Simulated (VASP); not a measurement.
# MgO (Periclase) (Fm-3m) in VASP: notebook

Aim: see how the results for MgO (Periclase) move with the level of theory and the settings. Levels: PBE, r2SCAN. Tasks: single point.

Program: VASP 6.6.1. These are calculated values, not measurements. Logs are shortened: lines on timing, memory, paths and dates and some standing lists are left out, and cuts for length are marked.

## (1) The cell of the first run

Symmetry: Fm-3m, No. 225, cubic system. The conventional cell has a = 4.353 Å, b = 4.353 Å, c = 4.353 Å, α = 90.00°, β = 90.00°, γ = 90.00°. Within 2.9 Å of Mg (site symmetry m-3m) lie 6 O at 2.18 Å. O (site symmetry m-3m) has 6 Mg at 2.18 Å within 2.9 Å.

## (2) Single point, PBE (strain +3.5%)

Contents of INCAR:

```
SYSTEM = MgO
  ALGO = Normal
  EDIFF = 1E-6
  ENCUT = 520
  GGA = PE
  ISIF = 2
  ISMEAR = -1
  LASPH = .True.
  LCHARG = .True.
  LELF = .True.
  LREAL = .False.
  LVHAR = .True.
  LWAVE = .False.
  NBANDS = 11
  NELM = 100
  PREC = Accurate
  SIGMA = 0.02
```

Contents of KPOINTS:

```
k-points
0
Gamma
  10 10 10
  0 0 0
```

Contents of POSCAR:

```
MgO
1.0
    0.0000000000      2.1765847738      2.1765847738
    2.1765847738      0.0000000000      2.1765847738
    2.1765847738      2.1765847738      0.0000000000
Mg O
1 1
Direct
    0.0000000000      0.0000000000      0.0000000000
    0.5000000000      0.5000000000      0.5000000000
```

Potentials or basis: VASP PAW PBE potentials, release 64 (Mg, O).

The run is started by

```sh
$ cat potpaw_PBE.64/Mg/POTCAR potpaw_PBE.64/O/POTCAR > POTCAR
$ mpirun -np 1 vasp_std > vasp.out
```

OUTCAR:

```text
SYSTEM = MgO
   EDIFF = 1E-6
   ENCUT = 520
   GGA = PE
   ISIF = 2
   ISMEAR = -1
   LASPH = .True.
   LREAL = .False.
   NELM = 100
   PREC = Accurate

 ion  position               nearest neighbor table
   1  0.000  0.000  0.000-   2 2.18   2 2.18   2 2.18   2 2.18   2 2.18   2 2.18
   2  0.500  0.500  0.500-   1 2.18   1 2.18   1 2.18   1 2.18   1 2.18   1 2.18

  LATTYP: Found a face centered cubic cell.
 ALAT       =     4.3531695476

  Lattice vectors:

 A1 = (   0.0000000000,   2.1765847738,   2.1765847738)
 A2 = (   2.1765847738,   0.0000000000,   2.1765847738)
 A3 = (   2.1765847738,   2.1765847738,   0.0000000000)

Analysis of symmetry for initial positions (statically):
[... 6 lines left out ...]

 Subroutine GETGRP returns: Found 48 space group operations
 (whereof 48 operations were pure point group operations)
 out of a pool of 48 trial point group operations.

The static configuration has the point symmetry O_h .

Analysis of symmetry for dynamics (positions and initial velocities):
[... 6 lines left out ...]

 Subroutine GETGRP returns: Found 48 space group operations
 (whereof 48 operations were pure point group operations)
 out of a pool of 48 trial point group operations.

The dynamic configuration has the point symmetry O_h .

 Subroutine INISYM returns: Found 48 space group operations
 (whereof 48 operations are pure point group operations),
 and found     1 'primitive' translations

----------------------------------------------------------------------------------------

                                     Primitive cell

  volume of cell :      20.6232

  direct lattice vectors                    reciprocal lattice vectors
     0.000000000  2.176584774  2.176584774    -0.229717678  0.229717678  0.229717678
     2.176584774  0.000000000  2.176584774     0.229717678 -0.229717678  0.229717678
     2.176584774  2.176584774  0.000000000     0.229717678  0.229717678 -0.229717678

  length of vectors
     3.078155707  3.078155707  3.078155707     0.397882690  0.397882690  0.397882690

  position of ions in fractional coordinates (direct lattice)
     0.000000000  0.000000000  0.000000000
     0.500000000  0.500000000  0.500000000

  ion indices of the primitive-cell ions
   primitive index   ion index
                 1           1
                 2           2

----------------------------------------------------------------------------------------

 KPOINTS: k-points

Automatic generation of k-mesh.
 Grid dimensions read from file:
[... 64 lines left out ...]
   NELM   =    100;   NELMIN=  2; NELMDL= -5     # of ELM steps
   EDIFF  = 0.1E-05   stopping-criterion for ELM
   LREAL  =      F    real-space projection
   EDIFFG = 0.1E-04   stopping-criterion for IOM
   NSW    =      0    number of steps for IOM
   IBRION =     -1    ionic relax: 0-MD 1-quasi-New 2-CG
   NFREE  =      0    steps in history (QN), initial steepest desc. (CG)
   ISIF   =      2    stress and relaxation
   ISYM   =      2    0-nonsym 1-usesym 2-fastsym
   POTIM  = 0.5000    time-step for ionic-motion
   TEBEG  =    0.0;   TEEND  =   0.0 temperature during run
   PSTRESS=    0.0 pullay stress
   NELECT =       8.0000    total number of electrons
   NUPDOWN=      -1.0000    fix difference up-down
   EMIN   =  10.00;   EMAX   =-10.00  energy-range for DOS
   EFERMI =   0.00;   METHOD = LEGACY
   ISMEAR =    -1;   SIGMA  =   0.02  broadening in eV -4-tet -1-fermi 0-gaus
   EFERMI_NEDOS =   21; number of points for ismear=-14 and -15
   IALGO  =     38    algorithm
   IMIX   =      4    mixing-type and parameters
     AMIX     =   0.40;   BMIX     =  1.00
     AMIX_MAG =   1.60;   BMIX_MAG =  1.00
  volume/ion in A,a.u.               =      10.31        69.59
  Fermi-wavevector in a.u.,A,eV,Ry     =   1.193949  2.256237 19.395310  1.425515
  Thomas-Fermi vector in A             =   2.329951
   LORBIT       =      0    0 simple, 1 ext, 2 COOP (PROOUT), +10 PAW based schemes
   GGA     = PE    functional components
   LHFCALC =     F    Hartree Fock is set to
   AEXX    =    0.0000 exact exchange contribution
   IVDW    =     0    specifies the selected vdW correction
   LEPSILON=     F    determine dielectric tensor
   LRPA    =     F    only Hartree local field effects (RPA)
 non-spin polarized calculation
  energy-cutoff  :      520.00
  volume of cell :       20.62
 maximum number of plane-waves:       568
   NGX = 11   NGY = 11   NGZ = 11

 number of electron       7.9999995 magnetization

 Free energy of the ion-electron system (eV)
  ---------------------------------------------------
  ext. energy  EPLUGINS =         0.00000000
  ---------------------------------------------------
  free energy    TOTEN  =       -11.86608174 eV

  energy without entropy =      -11.86608174  energy(sigma->0) =      -11.86608174

 E-fermi :   2.8830     XC(G=0): -10.6200

 val. band max:        2.4837598446   @ k =   0.0000   0.0000   0.0000
 cond. band min:       6.3066084791   @ k =   0.0000   0.0000   0.0000
 fundamental gap:      3.8228486345
 Fermi energy:         2.8829833503

 k-point     1 :       0.0000    0.0000    0.0000
  band No.  band energies     occupation
      1     -14.3034      2.00000
      2       2.4838      2.00000
      3       2.4838      2.00000
      4       2.4838      2.00000
      5       6.3066      0.00000
      6      17.7201      0.00000
      7      17.7201      0.00000
      8      17.7201      0.00000
      9      21.3854      0.00000
     10      23.0481      0.00000
     11      23.0481      0.00000
[... 309 lines left out ...]
 k-point    24 :       0.4000    0.3000    0.0000
  band No.  band energies     occupation
      1     -13.2786      2.00000
      2      -0.7810      2.00000
      3       1.3176      2.00000
      4       1.5127      2.00000
      5      11.0833      0.00000
      6      12.3692      0.00000
      7      15.0630      0.00000
      8      19.3917      0.00000
      9      19.5841      0.00000
     10      26.1706      0.00000
     11      27.5385      0.00000

 [... further k-points ...]
[... 5 lines left out ...]
  --------------------------------------------------------------------------------------
  -------------------------------------------------------------------------------------
  Total       -1.2485647     -1.2485647     -1.2485647      0.0000000      0.0000000     -0.0000000
  in kB      -96.9984689    -96.9984689    -96.9984689      0.0000000      0.0000000     -0.0000000
  external PRESSURE =     -96.9984689 kB  Pullay stress =       0.0000000 kB

 VOLUME and BASIS-vectors are now :
 -----------------------------------------------------------------------------
  energy-cutoff  :      520.00
  volume of cell :       20.62
      direct lattice vectors                 reciprocal lattice vectors
     0.000000000  2.176584774  2.176584774    -0.229717678  0.229717678  0.229717678
     2.176584774  0.000000000  2.176584774     0.229717678 -0.229717678  0.229717678
     2.176584774  2.176584774  0.000000000     0.229717678  0.229717678 -0.229717678

 POSITION                                       TOTAL-FORCE (eV/Angst)
 -----------------------------------------------------------------------------------
      0.00000      0.00000      0.00000        -0.000000     -0.000000     -0.000000
      2.17658      2.17658      2.17658         0.000000      0.000000      0.000000
 -----------------------------------------------------------------------------------
    total drift:                               -0.000000     -0.000000      0.000000

  FREE ENERGIE OF THE ION-ELECTRON SYSTEM (eV)
  ---------------------------------------------------
  free  energy   TOTEN  =       -11.8660817391 eV

  energy  without entropy=      -11.8660817390  energy(sigma->0) =      -11.86608174
```

OSZICAR:

```text
N       E                     dE             d eps       ncg     rms          rms(c)
DAV:   1     0.121883040221E+02    0.12188E+02   -0.46711E+03  1210   0.649E+02
DAV:   2    -0.128760581778E+02   -0.25064E+02   -0.23734E+02  1208   0.127E+02
DAV:   3    -0.134254448330E+02   -0.54939E+00   -0.54886E+00  1249   0.165E+01
DAV:   4    -0.134267551339E+02   -0.13103E-02   -0.13103E-02  1109   0.948E-01
DAV:   5    -0.134267598473E+02   -0.47134E-05   -0.47134E-05  1223   0.559E-02    0.716E+00
DAV:   6    -0.118933730017E+02    0.15334E+01   -0.96310E+00  1076   0.164E+01    0.241E+00
DAV:   7    -0.118736423183E+02    0.19731E-01   -0.88713E-02  1139   0.239E+00    0.136E+00
DAV:   8    -0.118666622267E+02    0.69801E-02   -0.36300E-02  1082   0.208E+00    0.281E-01
DAV:   9    -0.118661404398E+02    0.52179E-03   -0.70862E-04  1163   0.188E-01    0.159E-01
DAV:  10    -0.118660793591E+02    0.61081E-04   -0.60834E-04  1130   0.187E-01    0.757E-03
DAV:  11    -0.118660817680E+02   -0.24090E-05   -0.55284E-06  1193   0.163E-02    0.665E-03
DAV:  12    -0.118660817391E+02    0.28966E-07   -0.82357E-07   788   0.688E-03
   1 F= -.11866082E+02 E0= -.11866082E+02  d E =-.758424E-11
```

stdout:

```text
POSCAR found type information on POSCAR MgO
 POSCAR found :  2 types and       2 ions
 scaLAPACK will be used
 LDA part: xc-table for (Slater+PW92), standard interpolation
 POSCAR, INCAR and KPOINTS ok, starting setup
 FFT: planning ... GRIDC
 FFT: planning ... GRID_SOFT
 FFT: planning ... GRID
 WAVECAR not read
 entering main loop
```

It took 11 s on 1 thread of Intel Xeon 8259CL, shared host; peak memory 0.14 GiB.

Results:

- Free energy: -11.8661 eV
- Pressure: -9.7 GPa
- Band gap on the k mesh: 3.82 eV, direct

Caveat: the cell differs from its parent crystal (strain +3.5%).

## (3) Single point, r2SCAN (strain +3.5%)

POSCAR is that of step 2.

Contents of INCAR.step1:

```
PREC = Accurate
ENCUT = 520
ISMEAR = 0
SIGMA = 0.01
LREAL = False
LASPH = True
NELM = 100
NBANDS = 11
GGA = PE
ALGO = Normal
EDIFF = 1E-4
LWAVE = True
LCHARG = False
```

Contents of INCAR.step2:

```
PREC = Accurate
ENCUT = 520
EDIFF = 1E-6
ISMEAR = 0
SIGMA = 0.01
LREAL = False
LASPH = True
NELM = 100
ALGO = Normal
ISIF = 2
LWAVE = False
LCHARG = True
METAGGA = R2SCAN
LMIXTAU = True
LELF = True
LVHAR = True
NBANDS = 11
ISTART = 1
```

Contents of KPOINTS:

```
regular mesh
0
Gamma
  10 10 10
```

Potentials or basis: VASP PAW PBE potentials, release 64 (Mg, O).

The run is started by

```sh
$ cat potpaw_PBE.64/Mg/POTCAR potpaw_PBE.64/O/POTCAR > POTCAR
$ cp INCAR.step1 INCAR
$ mpirun -np 1 vasp_std > vasp.out
$ cp INCAR.step2 INCAR
$ mpirun -np 1 vasp_std > vasp.out
```

Wall time 53 s (1 thread of Intel Xeon 8259CL, shared host); peak memory 0.15 GiB.

Results (log left out):

| Property | Result |
| --- | --- |
| Free energy | -16.0519 eV |
| Pressure | -15.1 GPa |
| Band gap on the k mesh | 4.66 eV, direct |

Levels at points of the mesh, in eV from the valence-band top:
```
           k point  band 2  band 3  band 4  band 5  band 6  band 7
(0.00, 0.00, 0.00)    0.00    0.00    0.00    4.66   16.25   16.25
(0.50, 0.00, 0.00)   -4.19   -0.57   -0.57    8.16   12.65   16.39
(0.50, 0.50, 0.00)   -3.71   -1.24   -1.24    9.87    9.99   13.22
```

Caveat: the cell differs from its parent crystal (strain +3.5%); the PAW data sets were made with another functional, which shifts forces and pressure a little.
